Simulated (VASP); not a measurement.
A run of VASP 6.6.1 is set up as follows.

INCAR

```
SYSTEM = HPbNO4
PREC = Accurate
ENCUT = 520
EDIFF = 1E-6
ISMEAR = -1
SIGMA = 0.05
LREAL = .FALSE.
LASPH = .TRUE.
NELM = 60
ALGO = Normal
ISIF = 2
LWAVE = .FALSE.
LCHARG = .FALSE.
GGA = PE
NBANDS = 31
```

Contents of KPOINTS:

```
regular mesh
0
G
  5 5 3
  0 0 0
```

Contents of POSCAR:

```
HPbNO4
1.0
    3.1845471629     -0.7475762761      0.1690886275
    0.8486844003      3.1574341869      0.1961587327
    1.5756806920      0.9954491912      6.3981038793
H Pb N O
1 1 1 4
Direct
    0.8036652495      0.5839364521      0.5846536375
    0.1406681669      0.9452098828      0.8863835564
    0.3076543883      0.3421246160      0.3225083934
    0.7138334789      0.5154168347      0.7431409282
    0.5165859191      0.3167562286      0.1388969075
    0.3859605222      0.1014268928      0.4849475023
    0.0303622752      0.6109290930      0.3309690748
```

Potentials or basis: VASP PAW PBE potentials, release 64 (H, Pb_d, N, O).

Command:

```sh
$ cat potpaw_PBE.64/H/POTCAR potpaw_PBE.64/Pb_d/POTCAR potpaw_PBE.64/N/POTCAR potpaw_PBE.64/O/POTCAR > POTCAR
$ mpirun -np 1 vasp_std > vasp.out
```

Problem. Estimate the band gap on the k mesh.

Solution. 2.60 eV (least direct gap 2.79 eV).

Problem. Estimate the pressure.

Solution. 21.0 GPa.

Problem. What does it give for the largest force?

Solution. 0.486 eV/Å.

Stress tensor (GPa, compression positive):
```
20.13 -0.93 -0.02
-0.93 21.17 -0.27
-0.02 -0.27 21.70
```

Caveat: the standard files for N, O and F lose accuracy on very short bonds; the cell stands under pressure; spin-orbit coupling is left out, which moves the levels of the heavy elements. A k mesh can miss the band edges.
